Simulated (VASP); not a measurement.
Set up this calculation in VASP 6.6.1, as the native input.

* Task: single point
* Functional: r2SCAN
* Potentials or basis: VASP PAW PBE potentials, release 64 (Mg_sv, O)
* Cutoff: 750 eV
* k mesh: 9 × 9 × 9
* Occupations: fermi-dirac, width 0.02 eV
* Spin: no spin polarisation
* Dipole correction: no
* Mended: yes
* Further INCAR settings: ALGO = Normal; EDIFF = 1e-06; NBANDS = 15

The system is MgO.

```
Mg O
1.0
     0.00000    2.13325    2.13325
     2.13325    0.00000    2.13325
     2.13325    2.13325    0.00000
Mg O
1 1
Cartesian
  0.0000 0.0000 0.0000
  2.1332 2.1332 2.1332
```

One way to write it, as run:

POSCAR

```
MgO
1.0
    0.0000000000      2.1332500000      2.1332500000
    2.1332500000      0.0000000000      2.1332500000
    2.1332500000      2.1332500000      0.0000000000
Mg O
1 1
Direct
    0.0000000000      0.0000000000      0.0000000000
    0.5000000000      0.5000000000      0.5000000000
```

INCAR.step1

```
SYSTEM = MgO
  PREC = Accurate
  ENCUT = 750
  ISMEAR = -1
  SIGMA = 0.02
  LREAL = .FALSE.
  LASPH = .TRUE.
  NELM = 120
  NBANDS = 15
  GGA = PE
  ALGO = Normal
  EDIFF = 1E-5
  LWAVE = .TRUE.
  LCHARG = .FALSE.
  GGA_COMPAT = .FALSE.
```

INCAR.step2

```
SYSTEM = MgO
  PREC = Accurate
  ENCUT = 750
  EDIFF = 1E-6
  ISMEAR = -1
  SIGMA = 0.02
  LREAL = .FALSE.
  LASPH = .TRUE.
  NELM = 120
  ALGO = Normal
  ISIF = 2
  LWAVE = .FALSE.
  LCHARG = .FALSE.
  METAGGA = R2SCAN
  LMIXTAU = .TRUE.
  NBANDS = 15
  ISTART = 1
  GGA_COMPAT = .FALSE.
```

KPOINTS

```
regular mesh
0
G
  9 9 9
  0 0 0
```

Potentials or basis: VASP PAW PBE potentials, release 64 (Mg_sv, O).

Run with:

```sh
$ cat potpaw_PBE.64/Mg_sv/POTCAR potpaw_PBE.64/O/POTCAR > POTCAR
$ cp INCAR.step1 INCAR
$ mpirun -np 1 vasp_std > vasp.out
$ cp INCAR.step2 INCAR
$ mpirun -np 1 vasp_std > vasp.out
```

Results of the run:

The pressure is -6.7 GPa and the band gap on the k mesh is 5.27 eV.

Caveat: the cell stands under tension; the PAW data sets were made with another functional, which shifts forces and pressure a little.

It took 92 s on 1 thread of AMD EPYC 7R43 64-Core Processor (Zen 3), with other jobs on the host, peak memory 0.13 GiB.
